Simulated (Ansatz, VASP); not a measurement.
# SnO: VASP beside Ansatz

The input INCAR:

```
SYSTEM = SnO
PREC = Accurate ; ENCUT = 520
EDIFF = 1E-7 ; ISMEAR = 0
SIGMA = 0.05 ; LREAL = .FALSE.
LASPH = .TRUE. ; NELM = 80
ALGO = Normal ; ISIF = 2
LWAVE = .FALSE. ; LCHARG = .FALSE.
LDIPOL = .TRUE. ; IDIPOL = 3
DIPOL = 0.5 0.5 0.395 ; GGA = PE
IVDW = 12 ; NBANDS = 50
```

File KPOINTS:

```
Automatic mesh
0
G
  7 7 1
  0 0 0
```

File POSCAR:

```
SnO
1.0
    3.8201630995      0.0000000000      0.0000000000
    0.0000000000      3.8201630995      0.0000000000
    0.0000000000      0.0000000000     22.2260821294
Sn O
4 4
Direct
    0.7500000000      0.2500000000      0.2024648327
    0.2500000000      0.7500000000      0.3087832136
    0.2500000000      1.2500000000      0.4820031260
   -0.2500000000      1.7500000000      0.5883215068
    0.2500000000      0.2500000000      0.2556240231
    0.7500000000      0.7500000000      0.2556240231
   -0.2500000000      1.2500000000      0.5351623164
    0.2500000000      1.7500000000      0.5351623164
```

Input for Ansatz:

```yaml
crystal:
  lattice:
    - [3.8201630995, 0.0, 0.0]
    - [0.0, 3.8201630995, 0.0]
    - [0.0, 0.0, 22.2260821294]
  atoms:
    - { symbol: Sn, position: [0.75, 0.25, 0.2024648327] }
    - { symbol: O, position: [0.25, 0.25, 0.2556240231] }
    - { symbol: O, position: [0.75, 0.75, 0.2556240231] }
    - { symbol: Sn, position: [0.25, 0.75, 0.3087832136] }
    - { symbol: Sn, position: [0.25, 1.25, 0.482003126] }
    - { symbol: O, position: [-0.25, 1.25, 0.5351623164] }
    - { symbol: O, position: [0.25, 1.75, 0.5351623164] }
    - { symbol: Sn, position: [-0.25, 1.75, 0.5883215068] }
basis:
  ecutwfc: 420
kpoints:
  mp_grid: { grid: [7, 7, 1] }
hamiltonian:
  xc: pbe
  pseudopotentials: { kind: paw, azcp: { folder: soft_1 } }
  dispersion: d3bj
scf:
  occupations: { method: gaussian, width: 0.05 }
output:
  forces: true
  eigenvalues: true
  write_density: true
  write_potential: true
  elf: true
  volumetric_format: npy
efield:
  axis: 3
  dipole_correction: true
  ramp_width: 0.04
```

Alike in both runs: task single point; functional PBE; dispersion D3(BJ); k mesh 7 × 7 × 1; occupations gaussian, width 0.05 eV; no spin polarisation.

|  | VASP | Ansatz |
| --- | --- | --- |
| version | VASP 6.6.1 | Ansatz 0.2.0 |
| potentials or method | VASP PAW PBE potentials, release 64 (Sn_d, O), cutoff 520 eV | scalar-relativistic, plane waves, PAW |
| valence electrons in the cell | 80 | 80 |

VASP gave:

- gap on the k mesh at the Fermi level (eV): 2.19
- least direct gap on the mesh (eV): 2.40
- rms of the force components (eV/Å): 0.037

Question: Which values does Ansatz return?

Answer: gap on the k mesh at the Fermi level (eV): 2.19; least direct gap on the mesh (eV): 2.41; rms of the force components (eV/Å): 0.007.

Ansatz's warnings: xc potential rough in thin density.
